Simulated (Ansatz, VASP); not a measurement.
**Two plane-wave programs on Zr3SbH**

File INCAR:

```
PREC = Accurate
ENCUT = 600
EDIFF = 1E-6
ISMEAR = 0
SIGMA = 0.1
LREAL = False
LASPH = True
NELM = 100
ALGO = Normal
ISIF = 3
LWAVE = False
LCHARG = False
GGA = PE
IBRION = 2
NSW = 100
EDIFFG = -0.01
```

File KPOINTS:

```
regular mesh
0
Gamma
  8 8 8
```

File POSCAR:

```
Zr3SbH
1.0
    4.4620628726      0.0000000000      0.0000000000
    0.0000000000      4.4620628726      0.0000000000
    0.0000000000      0.0000000000      4.4620628726
Zr Sb H
3 1 1
Direct
    0.0000000000      0.5000000000      0.5000000000
    0.5000000000      0.0000000000      0.5000000000
    0.5000000000      0.5000000000      0.0000000000
    0.0000000000      0.0000000000      0.0000000000
    0.5000000000      0.5000000000      0.5000000000
```

Input for Ansatz:

```yaml
crystal:
  lattice:
    - [4.4620628726, 0.0, 0.0]
    - [0.0, 4.4620628726, 0.0]
    - [0.0, 0.0, 4.4620628726]
  atoms:
    - { symbol: Zr, position: [0.0, 0.5, 0.5] }
    - { symbol: Zr, position: [0.5, 0.0, 0.5] }
    - { symbol: Zr, position: [0.5, 0.5, 0.0] }
    - { symbol: Sb, position: [0.0, 0.0, 0.0] }
    - { symbol: H, position: [0.5, 0.5, 0.5] }
basis:
  ecutwfc: 420
kpoints:
  mp_grid: { grid: [8, 8, 8] }
hamiltonian:
  xc: pbe
scf:
  occupations: { method: gaussian, width: 0.1 }
output:
  forces: true
  stress: true
  eigenvalues: true
relax:
  adjacent_minimum: "off"
  f_tol: 0.01
  max_steps: 80
  cell: { stress_tol: 0.05 }
```

Change from the starting cell: species swapped into the Mn3AgN type (Pm-3m, No. 221).

Alike in both runs: task relaxation of cell and atoms; functional PBE; k mesh 8 × 8 × 8; occupations gaussian, width 0.1 eV; no spin polarisation.

```csv
,VASP,Ansatz
version,VASP 6.6.1,Ansatz 0.2.0
potentials or method,"VASP PAW PBE potentials, release 64 (Zr_sv, Sb, H), cutoff 600 eV","scalar-relativistic, plane waves, PAW"
valence electrons in the cell,42,52
```

VASP gave:

| Quantity | Value |
| --- | --- |
| gap on the k mesh at the Fermi level, each at its own relaxed structure (eV) | none |
| relaxed volume (Å³/atom) | 17.85 |
| relaxed cell length with the largest relative difference (Å) | 4.469 |

Task: What did Ansatz give for the same quantities?

Result: gap on the k mesh at the Fermi level, each at its own relaxed structure (eV): none; relaxed volume (Å³/atom): 17.84; relaxed cell length with the largest relative difference (Å): 4.468.

A gap of «none» marks a metal or a gap that the smearing closes. VASP's potentials hold 42 valence electrons a cell and Ansatz's 52, so a difference there can come from the potentials and not from the codes.

Spin-orbit coupling is off throughout.
